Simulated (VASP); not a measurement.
# MoH5 (P4/mmm) in VASP: a series of runs, part 2 of 2

VASP 6.6.1. The steps go on from the part before.

## Step 5: Relaxation of cell and atoms, PBE

File INCAR:

```
  PREC = Accurate
  ENCUT = 600
  EDIFF = 1E-6
  ISMEAR = 0
  SIGMA = 0.1
  LREAL = False
  LASPH = True
  NELM = 100
  ALGO = Normal
  ISIF = 3
  LWAVE = False
  LCHARG = False
  GGA = PE
  IBRION = 2
  NSW = 90
  EDIFFG = -0.04
```

File KPOINTS:

```
regular mesh
0
Gamma
  6 6 4
```

File POSCAR:

```
MoH5
1.0
    2.7472120937      0.0000000000      0.0000000000
    0.0000000000      2.7472120937      0.0000000000
    0.0000000000      0.0000000000      4.6278092713
H Mo
5 1
Direct
    0.5000000000      0.5000000000      0.4074549919
    0.5000000000      0.5000000000      0.5925450081
    0.0000000000      0.0000000000      0.2903214471
    0.0000000000      0.0000000000      0.7096785529
    0.0000000000      0.0000000000      0.5000000000
    0.5000000000      0.5000000000      0.0000000000
```

Potentials or basis: VASP PAW PBE potentials, release 64 (H, Mo_sv).

On the command line:

```
cat potpaw_PBE.64/H/POTCAR potpaw_PBE.64/Mo_sv/POTCAR > POTCAR
mpirun -np 1 vasp_std > vasp.out
```

OUTCAR:

```text
PREC = Accurate
   ENCUT = 600
   EDIFF = 1E-6
   ISMEAR = 0
   LREAL = False
   LASPH = True
   NELM = 100
   ISIF = 3
   GGA = PE
   IBRION = 2
   NSW = 90
   EDIFFG = -0.04

 ion  position               nearest neighbor table
   1  0.500  0.500  0.407-   2 0.86   6 1.89
   2  0.500  0.500  0.593-   1 0.86   6 1.89
   3  0.000  0.000  0.290-
   4  0.000  0.000  0.710-
   5  0.000  0.000  0.500-
   6  0.500  0.500  0.000-   1 1.89   2 1.89

  LATTYP: Found a simple tetragonal cell.
 ALAT       =     2.7472120937
 C/A-ratio  =     1.6845475025

  Lattice vectors:

 A1 = (   2.7472120937,   0.0000000000,   0.0000000000)
 A2 = (   0.0000000000,   2.7472120937,   0.0000000000)
[... 436 lines left out ...]
 E-fermi :   6.3519     XC(G=0): -11.2653

 val. band max:        6.3125330423   @ k =   0.5000   0.0000   0.2500
 cond. band min:       6.3572478277   @ k =   0.1667   0.1667   0.5000
 fundamental gap:      0.0447147853
 Fermi energy:         6.3519151830

 k-point     1 :       0.0000    0.0000    0.0000
  band No.  band energies     occupation
      1     -55.1120      2.00000
      2     -29.2043      2.00000
      3     -28.6412      2.00000
      4     -28.6412      2.00000
      5      -6.5582      2.00000
      6       0.6981      2.00000
      7       1.2682      2.00000
      8       2.4935      2.00000
      9       4.9914      2.00000
     10       7.5619      0.00000
     11       7.5619      0.00000
     12       7.9839      0.00000
     13       9.1912      0.00000
[... 354 lines left out ...]
  band No.  band energies     occupation
      1     -54.9812      2.00000
      2     -29.7045      2.00000
      3     -29.0778      2.00000
      4     -28.5445      2.00000
      5      -2.9795      2.00000
      6      -1.2530      2.00000
      7       2.4732      2.00000
      8       3.0571      2.00000
      9       4.2236      2.00000
     10       4.8648      2.00000
     11       6.5017      0.03417
     12       8.0404      0.00000
     13      13.0002      0.00000

 [... further k-points ...]
[... 5 lines left out ...]
  --------------------------------------------------------------------------------------
  -------------------------------------------------------------------------------------
  Total        0.1205913      0.1205913      0.1476554      0.0000000      0.0000000      0.0000000
  in kB        5.5166222      5.5166222      6.7547041      0.0000000      0.0000000      0.0000000
  external PRESSURE =       5.9293162 kB  Pullay stress =       0.0000000 kB
[... 21 lines left out ...]
  FREE ENERGIE OF THE ION-ELECTRON SYSTEM (eV)
  ---------------------------------------------------
  free  energy   TOTEN  =       -23.9631140470 eV

  energy  without entropy=      -23.9522178724  energy(sigma->0) =      -23.95766596

 reached required accuracy - stopping structural energy minimisation
```

Run time: 42 s. Hardware: 1 thread of AMD EPYC 9R45 (Zen 5), shared host; peak memory 0.15 GiB.

Results:

| Quantity | Value |
| --- | --- |
| Free energy | -23.9631 eV |
| Relaxed volume | 5.84 Å³/atom |
| Relaxed cell | a = 2.696 Å, b = 2.696 Å, c = 4.817 Å, α = 90.00°, β = 90.00°, γ = 90.00° |
| Space group after relaxing (to 0.05 Å) | P4/mmm (No. 123) |
| Energy gained by relaxing | 11.9 meV/atom |
| Ionic steps | 7 |
| Pressure after relaxing | 0.6 GPa |
| Largest force after relaxing | 0.039 eV/Å |

Forces in eV/Å, atoms in the order of the input:
```
H    0.000  0.000  0.039
H    0.000  0.000 -0.039
H    0.000  0.000  0.002
H    0.000  0.000 -0.002
H    0.000  0.000  0.000
Mo   0.000  0.000  0.000
```

The path:
```
step  energy change (eV)  largest force (eV/Å)  pressure (GPa)  volume (Å³)
   1              0.0000                0.2160            1.07        34.93
   2             -0.0429                0.2421           -0.21        35.12
   3             -0.0566                0.3197           -1.09        35.29
   4             -0.0668                0.1677            0.09        35.08
   5             -0.0693                0.1645            1.04        34.92
   6             -0.0707                0.1421            0.35        35.08
   7             -0.0713                0.0395            0.59        35.02
```

Final structure:
```
CELL_PARAMETERS angstrom
2.69648 0.00000 0.00000
0.00000 2.69648 0.00000
0.00000 0.00000 4.81682
ATOMIC_POSITIONS crystal
H 0.50000 0.50000 0.41155
H 0.50000 0.50000 0.58845
H 0.00000 0.00000 0.30238
H 0.00000 0.00000 0.69762
H 0.00000 0.00000 0.50000
Mo 0.50000 0.50000 0.00000
```

Levels at points of the mesh, in eV from the Fermi level:
| k point | band 5 | band 6 | band 7 | band 8 | band 9 | band 10 | band 11 | band 12 | band 13 |
| --- | --- | --- | --- | --- | --- | --- | --- | --- | --- |
| (0.00, 0.00, 0.00) | -12.91 | -5.65 | -5.08 | -3.86 | -1.36 | 1.21 | 1.21 | 1.63 | 2.84 |
| (0.50, 0.00, 0.00) | -8.98 | -8.43 | -5.46 | -3.24 | 0.14 | 1.73 | 2.01 | 2.34 | 2.59 |
| (0.50, 0.50, 0.00) | -8.25 | -6.91 | -3.51 | -2.15 | -2.15 | -1.06 | 2.87 | 3.12 | 3.12 |
| (0.00, 0.00, 0.50) | -12.29 | -7.91 | -3.85 | -3.59 | -2.33 | 1.13 | 1.13 | 2.84 | 4.58 |
| (0.50, 0.00, 0.50) | -9.33 | -7.60 | -3.88 | -3.29 | -2.13 | -1.49 | 0.15 | 1.69 | 6.65 |
| (0.50, 0.50, 0.50) | -7.35 | -6.10 | -6.05 | -2.49 | -2.49 | -0.91 | 2.30 | 4.76 | 5.76 |

Caveat: the k points lie up to 0.39 Å⁻¹ apart in the final cell.

## Step 6: Relaxation of cell and atoms, PBE

This run uses another cell than the first one, of 10.04 Å³/atom, 1.724 times its volume.

File INCAR:

```
PREC     = Accurate       # precision mode
ENCUT    = 600            # plane-wave cutoff, eV
EDIFF    = 1E-6           # SCF threshold, eV
ISMEAR   = 0              # smearing method
SIGMA    = 0.1            # smearing width, eV
LREAL    = False          # projectors in reciprocal space
LASPH    = True           # aspherical terms in the spheres
NELM     = 60             # most SCF steps
ALGO     = Normal         # electronic algorithm
ISIF     = 3              # what is computed and relaxed
LWAVE    = False          # write WAVECAR
LCHARG   = False          # write CHGCAR
GGA      = PE             # functional
IBRION   = 2              # ionic algorithm
NSW      = 90             # ionic steps
EDIFFG   = -0.04          # ionic threshold
```

File KPOINTS:

```
Automatic mesh
0
Gamma
  8 8 2
```

File POSCAR:

```
MoH5
1.0
    2.4224157800      0.0000000000      0.0000000000
    0.0000000000      2.4224157800      0.0000000000
    0.0000000000      0.0000000000     10.2612752500
H Mo
5 1
Direct
    0.5000000000      0.5000000000      0.3344822800
    0.5000000000      0.5000000000      0.6655177200
    0.0000000000      0.0000000000      0.1759868000
    0.0000000000      0.0000000000      0.8240132000
    0.0000000000      0.0000000000      0.5000000000
    0.5000000000      0.5000000000      0.0000000000
```

Potentials or basis: VASP PAW PBE potentials, release 64 (H, Mo_sv).

On the command line:

```
cat potpaw_PBE.64/H/POTCAR potpaw_PBE.64/Mo_sv/POTCAR > POTCAR
mpirun -np 1 vasp_std > vasp.out
```

It took 5.2 min on 1 thread of AMD EPYC 9R45 (Zen 5), shared host; peak memory 0.19 GiB.

Results (log left out):

```yaml
Free_energy: -24.3398 eV
Relaxed_volume: 5.82 Å³/atom
Relaxed_cell: a = 2.746 Å, b = 2.746 Å, c = 4.635 Å, α = 90.00°, β = 90.00°, γ = 90.00°
Space_group_after_relaxing_to_0.05_Å: P4/mmm (No. 123)
Energy_gained_by_relaxing: 1101.7 meV/atom
Ionic_steps: 28
Pressure_after_relaxing: -0.1 GPa
Largest_force_after_relaxing: 0.027 eV/Å
```

Forces on the atoms (eV/Å):
```
H    0.000  0.000 -0.027
H    0.000  0.000  0.027
H    0.000  0.000 -0.014
H    0.000  0.000  0.014
H    0.000  0.000  0.000
Mo   0.000  0.000  0.000
```

Stress tensor (GPa, compression positive):
```
-0.06  0.00  0.00
 0.00 -0.06  0.00
 0.00  0.00 -0.21
```

The path:
```csv
step,energy change (eV),largest force (eV/Å),pressure (GPa),volume (Å³)
1,0.0000,1.2526,-9.69,60.21
2,-0.9878,1.2526,-7.47,54.96
3,-3.4114,0.5740,16.42,39.60
4,-3.5105,1.9083,46.19,32.58
5,-3.6558,0.8281,23.58,36.93
6,-4.1916,0.9715,19.45,36.61
7,-4.5852,1.3639,17.09,35.41
8,-4.7899,1.0060,7.49,36.98
9,-4.8885,0.5611,-3.03,39.21
10,-4.9156,0.5005,-2.77,38.95
11,-4.9794,0.3438,-1.63,38.17
12,-5.0296,0.6768,1.42,36.63
13,-5.0670,0.6527,0.19,36.51
14,-5.1919,0.7370,-2.83,36.12
15,-5.7303,1.2560,-5.55,35.30
16,-5.6796,8.2743,15.38,33.52
17,-5.9244,1.3396,-4.69,34.99
18,-6.5172,0.4959,0.56,34.27
19,-6.5070,1.8545,5.59,33.90
20,-6.5625,0.2909,2.34,34.12
21,-6.5641,0.6106,3.08,34.06
22,-6.4784,1.4856,-2.25,35.78
23,-6.6022,0.2751,0.41,34.66
24,-6.5789,0.5967,0.46,35.19
25,-6.6099,0.0713,0.32,34.84
26,-6.6099,0.0734,0.30,34.84
27,-6.6103,0.0518,-0.32,34.99
28,-6.6104,0.0266,-0.11,34.94
```

Final structure:
```xyz
6
Lattice="2.7456 0.0000 0.0000 0.0000 2.7456 0.0000 0.0000 0.0000 4.6349" Properties=species:S:1:pos:R:3 pbc="T T T"
H     1.3728    1.3728    1.8900
H     1.3728    1.3728    2.7449
H     0.0000    0.0000    1.3485
H     0.0000    0.0000    3.2864
H     0.0000    0.0000    2.3174
Mo    1.3728    1.3728    0.0000
```

Levels at points of the mesh, in eV from the Fermi level:
| k point | band 6 | band 7 | band 8 | band 9 | band 10 | band 11 | band 12 | band 13 |
| --- | --- | --- | --- | --- | --- | --- | --- | --- |
| (0.00, 0.00, 0.00) | -5.51 | -4.40 | -3.12 | -0.97 | 1.48 | 1.48 | 2.88 | 3.11 |
| (0.50, 0.00, 0.00) | -8.46 | -4.98 | -2.66 | 0.57 | 1.97 | 2.53 | 2.89 | 3.46 |
| (0.50, 0.50, 0.00) | -7.13 | -2.56 | -1.64 | -1.64 | -0.77 | 3.18 | 3.65 | 5.79 |
| (0.00, 0.00, 0.50) | -7.54 | -3.11 | -3.05 | -2.44 | 1.36 | 1.36 | 3.11 | 5.74 |
| (0.50, 0.00, 0.50) | -7.44 | -3.70 | -2.71 | -1.93 | -0.62 | 0.59 | 1.91 | 6.87 |
| (0.50, 0.50, 0.50) | -6.04 | -5.76 | -2.11 | -2.11 | -0.92 | 3.27 | 7.34 | 7.34 |

Caveat: the volume moved by over 15 % at a fixed basis, so the end points are rough.

## Step 7: Single point, PBE

This run uses another cell than the first one, of 5.89 Å³/atom, 1.012 times its volume.

File INCAR:

```
PREC     = Accurate       # precision mode
ENCUT    = 520            # plane-wave cutoff, eV
EDIFF    = 1E-6           # SCF threshold, eV
ISMEAR   = 0              # smearing method
SIGMA    = 0.1            # smearing width, eV
LREAL    = False          # projectors in reciprocal space
LASPH    = True           # aspherical terms in the spheres
NELM     = 60             # most SCF steps
ALGO     = Normal         # electronic algorithm
ISIF     = 2              # what is computed and relaxed
LWAVE    = False          # write WAVECAR
LCHARG   = False          # write CHGCAR
GGA      = PE             # functional
NBANDS   = 18             # bands
```

File KPOINTS:

```
regular mesh
0
Gamma
  14 14 8
```

File POSCAR:

```
MoH5
1.0
    2.7179772607      0.0000000000      0.0000000000
    0.0000000000      2.7179772607      0.0000000000
    0.0000000000      0.0000000000      4.7836586866
H Mo
5 1
Direct
    0.5000000000      0.5000000000      0.4116611711
    0.5000000000      0.5000000000      0.5883388289
    0.0000000000      0.0000000000      0.3003369420
    0.0000000000      0.0000000000      0.6996630580
    0.0000000000      0.0000000000      0.5000000000
    0.5000000000      0.5000000000      0.0000000000
```

On the command line:

```
cat potpaw_PBE.64/H/POTCAR potpaw_PBE.64/Mo_sv/POTCAR > POTCAR
mpirun -np 1 vasp_std > vasp.out
```

Run time: 46 s. Hardware: 1 thread of AMD EPYC 9R45 (Zen 5), shared host; peak memory 0.19 GiB.

The run converged. Its results:

```
Free energy   : -23.9456 eV
Pressure      : -0.1 GPa
Largest force : 0.006 eV/Å
```

Forces on the atoms (eV/Å):
```
H    0.000  0.000 -0.006
H    0.000  0.000  0.006
H    0.000  0.000  0.002
H    0.000  0.000 -0.002
H    0.000  0.000  0.000
Mo   0.000  0.000  0.000
```

Levels at points of the mesh, in eV from the Fermi level:
```tsv
k point	band 6	band 7	band 8	band 9	band 10	band 11	band 12	band 13
(0.00, 0.00, 0.00)	-5.43	-4.76	-3.45	-1.24	1.42	1.42	2.03	3.05
(0.50, 0.00, 0.00)	-8.33	-5.15	-2.89	0.43	1.92	2.27	2.61	2.89
(0.50, 0.50, 0.00)	-6.88	-3.09	-1.83	-1.83	-0.86	3.13	3.24	3.24
(0.00, 0.00, 0.50)	-7.62	-3.44	-3.24	-2.34	1.33	1.33	3.05	4.97
(0.50, 0.00, 0.50)	-7.49	-3.68	-2.95	-1.90	-1.11	0.44	1.88	6.79
(0.50, 0.50, 0.50)	-6.01	-5.78	-2.21	-2.21	-0.74	2.64	4.91	5.90
```

## Step 8: Summary

```csv
task,cell,k mesh,cutoff (eV),gap on the mesh (eV),pressure (GPa),largest force (eV/Å)
single point,"a = 2.747, b = 2.747, c = 4.628 Å, 6 atoms",8 × 8 × 2,520,none,-0.1,-
single point,"a = 2.700, b = 2.700, c = 4.826 Å, 6 atoms",6 × 6 × 4,520,none,-0.1,0.02
single point,"a = 2.422, b = 2.422, c = 10.261 Å, 6 atoms",8 × 8 × 2,520,none,-9.7,1.25
relaxation of cell and atoms,"relaxed from a = 2.747, b = 2.747, c = 4.628 Å, 6 atoms",6 × 6 × 4,600,none,0.6,0.04
relaxation of cell and atoms,"relaxed from a = 2.422, b = 2.422, c = 10.261 Å, 6 atoms",8 × 8 × 2,600,none,-0.1,0.03
single point,"a = 2.718, b = 2.718, c = 4.784 Å, 6 atoms",14 × 14 × 8,520,none,-0.1,0.01
```

Alike in all rows: level PBE; potentials or basis VASP PAW PBE potentials, release 64 (H, Mo_sv); no spin polarisation; smearing gaussian 0.1 eV.

Caveats: some runs use coarse meshes; forces of over 1 eV/Å act on the atoms, so gaps and moduli don't describe the material at rest (some runs); the volume moved by over 15 % at a fixed basis, so the end points are rough (some runs).

Absolute energies hang on the potentials; compare differences alone.
